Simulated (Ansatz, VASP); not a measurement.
Two plane-wave programs on BaTe

```
Ba Te
1.0
     0.03532    3.56771    3.56771
     3.56771    0.03532    3.56771
     3.56771    3.56771    0.03532
Ba Te
1 1
Direct
  0.00000 0.00000 0.00000
  0.50000 0.50000 0.50000
```

Change from the starting cell: shear_111 strain +1.5%.

Alike in both runs: task single point; functional PBE; k mesh 6 × 6 × 6; occupations fermi-dirac, width 0.02 eV; no spin polarisation.

|  | VASP | Ansatz |
| --- | --- | --- |
| version | VASP 6.6.1 | Ansatz 0.2.0 |
| potentials or method | VASP PAW PBE potentials, release 64 (Ba_sv, Te) | plane waves, PAW |
| plane-wave cutoff (eV) | 520 | 420 |
| valence electrons in the cell | 16 | 26 |

Ansatz gave:

```
gap on the k mesh at the Fermi level (eV)                     : 1.67
pressure (GPa)                                                : -0.4
traceless stress, the component that is largest in VASP (GPa) : -0.12
```

Question: What did VASP give for the same quantities?

Answer: gap on the k mesh at the Fermi level (eV): 1.59; pressure (GPa): -0.1; traceless stress, the component that is largest in VASP (GPa): -0.12.

The functional is the same, so the differences come from potentials, cutoffs and numerics. VASP's potentials hold 16 valence electrons a cell and Ansatz's 26, so a difference there can come from the potentials and not from the codes.

Spin-orbit coupling is off throughout.
